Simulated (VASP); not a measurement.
# CuAu: relaxation of cell and atoms with r2SCAN

Crystal: CuAu.

```
Au Cu
1.0
     2.81075    0.00000    0.00000
     0.00000    2.81075    0.00000
     0.00000    0.00000    3.68500
Au Cu
1 1
Cartesian
  0.0000 0.0000 0.0000
  1.4054 1.4054 1.8425
```

| Quantity | Value |
| --- | --- |
| Program | VASP 6.6.1 |
| Task | relaxation of cell and atoms |
| Functional | r2SCAN |
| Potentials or basis | VASP PAW PBE potentials, release 64 (Au, Cu) |
| Cutoff | 600 eV |
| k mesh | 9 × 9 × 7 |
| Occupations | fermi-dirac, width 0.05 eV |
| Spin | no spin polarisation |
| Target pressure | 2 GPa |
| Dipole correction | no |
| Further INCAR settings | ALGO = Normal; EDIFF = 1e-06; IBRION = 2; EDIFFG = -0.01; NSW = 60; ISIF = 3 |

```json
{"Relaxed volume": "14.37 Å³/atom", "Relaxed cell": "a = 2.810 Å, b = 2.810 Å, c = 3.639 Å, α = 90.00°, β = 90.00°, γ = 90.00°", "Space group after relaxing (to 0.05 Å)": "P4/mmm (No. 123)", "Energy change on relaxing (the enthalpy is what falls)": "+1.0 meV/atom", "Ionic steps": "6", "Pressure after relaxing": "2.0 GPa", "Band gap on the k mesh": "zero (band 11 reaches 12.39 eV, above the bottom of band 12 at 6.66 eV)"}
```

Step by step:
```csv
step,energy change (eV),largest force (eV/Å),pressure (GPa),volume (Å³)
1,0.0000,0.0000,-0.19,29.11
2,0.0126,0.0000,5.06,28.28
3,0.0021,0.0000,1.98,28.77
4,0.0022,0.0000,2.04,28.76
5,0.0020,0.0000,2.08,28.76
6,0.0019,0.0000,2.03,28.75
```

Final structure:
```
Au Cu
1.0
     2.81050    0.00000    0.00000
     0.00000    2.81050    0.00000
     0.00000    0.00000    3.63924
Au Cu
1 1
Direct
  0.00000 0.00000 0.00000
  0.50000 0.50000 0.50000
```

Levels at points of the mesh, in eV from the Fermi level:
```csv
k point,band 9,band 10,band 11,band 12,band 13,band 14
"(0.00, 0.00, 0.00)",-1.85,-1.60,-1.60,2.40,8.79,10.43
```

Wall time 5.2 min on 1 thread of Intel(R) Xeon(R) 6975P-C (Granite Rapids) (shared host), peak memory 0.19 GiB.

Caveat: the cell is relaxed towards a set pressure, so the enthalpy falls and the energy may rise; the PAW data sets were made with another functional, which shifts forces and pressure a little; spin-orbit coupling is left out, which moves the levels of the heavy elements.
